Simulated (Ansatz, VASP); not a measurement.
One calculation of ZrC, two programs

```
Zr C
1.0
     0.00000    2.33481    2.33481
     2.33481    0.00000    2.33481
     2.33481    2.33481    0.00000
Zr C
1 1
Direct
  0.50000 0.50000 0.50000
  0.00000 0.00000 0.00000
```

Alike in both runs: functional PBEsol; k mesh 12 × 12 × 12; occupations fermi-dirac, width 0.05 eV; no spin polarisation.

Ansatz relaxed the structure, and its values are those at the end. VASP's run is a single point on that final structure, the one shown.

|  | VASP | Ansatz |
| --- | --- | --- |
| version | VASP 6.6.1 | Ansatz 0.2.0 |
| potentials or method | VASP PAW PBE potentials, release 64 (Zr_sv, C), cutoff 520 eV | all-electron LAPW, scalar-relativistic |

```csv
,VASP,Ansatz,Ansatz less VASP
pressure (GPa),0.3,0.0,-0.32
```

VASP's potentials were made for PBE, not for PBEsol. Ansatz ran all-electron here, and VASP with PAW potentials.
